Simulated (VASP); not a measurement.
# Li2S (Fm-3m) in VASP: a series of runs, part 2 of 2

VASP 6.6.1.

## 4. Single point, PBE-based screened hybrid with 35 % exact exchange

POSCAR

```
Li2S
1.0
    0.0000000000      2.8452943747      2.8452943747
    2.8452943747      0.0000000000      2.8452943747
    2.8452943747      2.8452943747      0.0000000000
Li S
2 1
Direct
    0.2500000000      0.2500000000      0.2500000000
    0.7500000000      0.7500000000      0.7500000000
    0.0000000000      0.0000000000      0.0000000000
```

INCAR.step1

```
ALGO     = Normal         # electronic algorithm
EDIFF    = 1E-5           # SCF threshold, eV
ENCUT    = 650            # plane-wave cutoff, eV
GGA      = PE             # functional
GGA_COMPAT= F            
ISIF     = 2              # what is computed and relaxed
ISMEAR   = 0              # smearing method
LASPH    = T              # aspherical terms in the spheres
LCHARG   = F              # write CHGCAR
LREAL    = F              # projectors in reciprocal space
LWAVE    = T              # write WAVECAR
NBANDS   = 13             # bands
NELM     = 120            # most SCF steps
PREC     = Accurate       # precision mode
SIGMA    = 0.01           # smearing width, eV
```

INCAR.step2

```
AEXX     = 0.35           # exact-exchange fraction
ALGO     = Normal         # electronic algorithm
EDIFF    = 1E-6           # SCF threshold, eV
ENCUT    = 650            # plane-wave cutoff, eV
GGA      = PE             # functional
GGA_COMPAT= F            
HFSCREEN = 0.5            # screening, 1/A
ISIF     = 2              # what is computed and relaxed
ISMEAR   = 0              # smearing method
ISTART   = 1            
LASPH    = T              # aspherical terms in the spheres
LCHARG   = F              # write CHGCAR
LHFCALC  = T              # exact exchange
LREAL    = F              # projectors in reciprocal space
LWAVE    = F              # write WAVECAR
NBANDS   = 13             # bands
NELM     = 120            # most SCF steps
PREC     = Accurate       # precision mode
PRECFOCK = Normal       
SIGMA    = 0.01           # smearing width, eV
```

KPOINTS

```
k-points
0
Gamma
  4 4 4
```

Potentials or basis: VASP PAW PBE potentials, release 64 (Li_sv, S).

Run with:

```bash
$ cat potpaw_PBE.64/Li_sv/POTCAR potpaw_PBE.64/S/POTCAR > POTCAR
$ cp INCAR.step1 INCAR
$ mpirun -np 1 vasp_std > vasp.out
$ cp INCAR.step2 INCAR
$ mpirun -np 1 vasp_std > vasp.out
```

OUTCAR:

```text
AEXX = 0.35
   EDIFF = 1E-6
   ENCUT = 650
   GGA = PE
   HFSCREEN = 0.5
   ISIF = 2
   ISMEAR = 0
   ISTART = 1
   LASPH = T
   LHFCALC = T
   LREAL = F
   NELM = 120
   PREC = Accurate
   PRECFOCK = Normal

 ion  position               nearest neighbor table
   1  0.250  0.250  0.250-   3 2.46   3 2.46   3 2.46   3 2.46
   2  0.750  0.750  0.750-   3 2.46   3 2.46   3 2.46   3 2.46
   3  0.000  0.000  0.000-   2 2.46   2 2.46   2 2.46   1 2.46   2 2.46   1 2.46   1 2.46   1 2.46

  LATTYP: Found a face centered cubic cell.
 ALAT       =     5.6905887494

  Lattice vectors:

 A1 = (   0.0000000000,   2.8452943747,   2.8452943747)
 A2 = (   2.8452943747,   0.0000000000,   2.8452943747)
 A3 = (   2.8452943747,   2.8452943747,   0.0000000000)

Analysis of symmetry for initial positions (statically):
=====================================================================
 Subroutine PRICEL returns:
 Original cell was already a primitive cell.

 Routine SETGRP: Setting up the symmetry group for a
 face centered cubic supercell.

 Subroutine GETGRP returns: Found 48 space group operations
 (whereof 48 operations were pure point group operations)
 out of a pool of 48 trial point group operations.

The static configuration has the point symmetry O_h .

Analysis of symmetry for dynamics (positions and initial velocities):
=====================================================================
 Subroutine PRICEL returns:
 Original cell was already a primitive cell.

 Routine SETGRP: Setting up the symmetry group for a
 face centered cubic supercell.

 Subroutine GETGRP returns: Found 48 space group operations
 (whereof 48 operations were pure point group operations)
 out of a pool of 48 trial point group operations.

The dynamic configuration has the point symmetry O_h .

 Subroutine INISYM returns: Found 48 space group operations
[... 117 lines left out ...]
   ENCUTFOCK=  -1.0 apply spherical cutoff to Coloumb kernel
   IVDW    =     0    specifies the selected vdW correction
   LEPSILON=     F    determine dielectric tensor
   LRPA    =     F    only Hartree local field effects (RPA)
 non-spin polarized calculation
 Gauss-broadening in eV      SIGMA  =   0.01
  energy-cutoff  :      650.00
  volume of cell :       46.07
 maximum number of plane-waves:      1759
 NGX is ok and might be reduce to    36
  NGX = 28; NGY = 28; NGZ = 28

 number of electron      11.9999998 magnetization

 Free energy of the ion-electron system (eV)
  ---------------------------------------------------
  ext. energy  EPLUGINS =         0.00000000
  ---------------------------------------------------
  free energy    TOTEN  =       -13.08629594 eV

  energy without entropy =      -13.08629594  energy(sigma->0) =      -13.08629594

 E-fermi :   1.0918     XC(G=0):  -7.0987

 val. band max:        0.9550346479   @ k =   0.0000   0.0000   0.0000
 cond. band min:       4.9851199222   @ k =   0.5000   0.5000   0.0000
 fundamental gap:      4.0300852743
 Fermi energy:         1.0918012727

 k-point     1 :       0.0000    0.0000    0.0000
  band No.  band energies     occupation
      1     -47.0392      2.00000
      2     -46.9963      2.00000
      3     -11.2936      2.00000
      4       0.9550      2.00000
      5       0.9550      2.00000
      6       0.9550      2.00000
      7       5.9915      0.00000
      8       7.9841      0.00000
      9       7.9841      0.00000
     10       7.9841      0.00000
     11      13.0828      0.00000
     12      13.0828      0.00000
     13      14.3303      0.00000
[... 98 lines left out ...]
  band No.  band energies     occupation
      1     -47.0162      2.00000
      2     -47.0162      2.00000
      3     -10.6528      2.00000
      4      -0.9885      2.00000
      5      -0.9885      2.00000
      6      -0.8589      2.00000
      7       7.1203      0.00000
      8       9.1207      0.00000
      9      10.7563      0.00000
     10      10.7563      0.00000
     11      13.9942      0.00000
     12      13.9942      0.00000
     13      14.7266      0.00000

------------------------ aborting loop because EDIFF is reached ----------------------------------------

  FORCE on cell =-STRESS in cart. coord.  units (eV):
  Direction    XX          YY          ZZ          XY          YZ          ZX
  --------------------------------------------------------------------------------------
  -------------------------------------------------------------------------------------
  Total       -0.1518477     -0.1518477     -0.1518477      0.0000000      0.0000000     -0.0000000
  in kB       -5.2808891     -5.2808891     -5.2808891      0.0000000      0.0000000     -0.0000000
  external PRESSURE =      -5.2808891 kB  Pullay stress =       0.0000000 kB

 VOLUME and BASIS-vectors are now :
 -----------------------------------------------------------------------------
  energy-cutoff  :      650.00
  volume of cell :       46.07
      direct lattice vectors                 reciprocal lattice vectors
     0.000000000  2.845294375  2.845294375    -0.175728742  0.175728742  0.175728742
     2.845294375  0.000000000  2.845294375     0.175728742 -0.175728742  0.175728742
     2.845294375  2.845294375  0.000000000     0.175728742  0.175728742 -0.175728742

 POSITION                                       TOTAL-FORCE (eV/Angst)
 -----------------------------------------------------------------------------------
      1.42265      1.42265      1.42265         0.000000     -0.000000     -0.000000
      4.26794      4.26794      4.26794         0.000000      0.000000      0.000000
      0.00000      0.00000      0.00000        -0.000000     -0.000000      0.000000
 -----------------------------------------------------------------------------------
    total drift:                                0.000000     -0.000000     -0.000000

  FREE ENERGIE OF THE ION-ELECTRON SYSTEM (eV)
  ---------------------------------------------------
  free  energy   TOTEN  =       -13.0862959439 eV

  energy  without entropy=      -13.0862959439  energy(sigma->0) =      -13.08629594
```

OUTCAR.step1:

```text
EDIFF = 1E-5
   ENCUT = 650
   GGA = PE
   ISIF = 2
[... 336 lines left out ...]
      1.42265      1.42265      1.42265        -0.000000     -0.000000     -0.000000
      4.26794      4.26794      4.26794         0.000000      0.000000      0.000000
      0.00000      0.00000      0.00000         0.000000      0.000000     -0.000000
 -----------------------------------------------------------------------------------
    total drift:                                0.000000      0.000000      0.000000

  FREE ENERGIE OF THE ION-ELECTRON SYSTEM (eV)
  ---------------------------------------------------
  free  energy   TOTEN  =       -11.9868983609 eV

  energy  without entropy=      -11.9868983609  energy(sigma->0) =      -11.98689836
```

Wall time 8.3 min (1 thread of Intel Xeon 8259CL, shared host); peak memory 0.31 GiB.

What came out:

```yaml
Free_energy: -13.0863 eV
Pressure: -0.5 GPa
Band_gap_on_the_k_mesh: 4.03 eV (least direct gap 5.04 eV)
```

Caveat: the k points lie up to 0.48 Å⁻¹ apart; the PAW data sets were made with another functional, which shifts forces and pressure a little. A k mesh can miss the band edges.

## 5. The runs side by side

```csv
level,k mesh,cutoff (eV),grid for exact exchange (PRECFOCK),share of exact exchange,screening parameter,gap on the mesh (eV),pressure (GPa)
r2SCAN,6 × 6 × 6,830,-,-,-,3.86,-0.2
PBE,"6 × 6 × 6, shifted",750,-,-,-,3.66,0.2
PBE-based screened hybrid with 35 % exact exchange,4 × 4 × 4,650,Normal,0.35,0.5 1/Å,4.03,-0.5
```

Alike in all rows: task single point; potentials or basis VASP PAW PBE potentials, release 64 (Li_sv, S); no spin polarisation; cell as given; smearing gaussian 0.01 eV.

Caveats: some runs use coarse meshes; the PAW data sets were made with another functional, which shifts forces and pressure a little (at least some runs); a shifted mesh leaves out Γ, where band edges can lie (at least some runs).

Total energies depend on the potentials used, so only differences within one code and one set of settings carry meaning.
